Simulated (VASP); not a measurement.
AgBr: single point with LDA

The system is AgBr.

```
CELL_PARAMETERS angstrom
0.00000 2.88605 2.85719
2.88605 0.00000 2.85719
2.88605 2.88605 0.00000
ATOMIC_POSITIONS crystal
Ag 0.50000 0.50000 0.50000
Br 0.00000 0.00000 0.00000
```

This cell differs from its parent crystal: zz strain of -1 %.

```
Program             : VASP 6.6.1
Task                : single point
Functional          : LDA
Potentials or basis : VASP PAW LDA potentials, release 64 (Ag, Br)
Cutoff              : 500 eV
k mesh              : 7 × 7 × 7
Occupations         : fermi-dirac, width 0.03 eV
Spin                : no spin polarisation
```

```json
{
  "Pressure": "-4.4 GPa",
  "Band gap on the k mesh": "0.46 eV (least direct gap 2.30 eV)"
}
```

Stress tensor (GPa, compression positive):
```
-4.44  0.00  0.00
 0.00 -4.44  0.00
 0.00  0.00 -4.26
```

Levels at points of the mesh, in eV from the valence-band top:
```csv
k point,band 5,band 6,band 7,band 8,band 9,band 10,band 11,band 12,band 13,band 14
"(0.00, 0.00, 0.00)",-2.79,-2.78,-1.89,-1.85,-1.85,0.46,9.87,9.87,9.90,10.94
```

Wall time 60 s on 1 thread of Intel Xeon 8259CL, on a shared host, peak memory 0.16 GiB.

Caveat: the cell differs from its parent crystal (zz strain of -1 %); the cell stands under tension; an odd mesh through Γ misses points on the zone boundary, where band edges can lie.
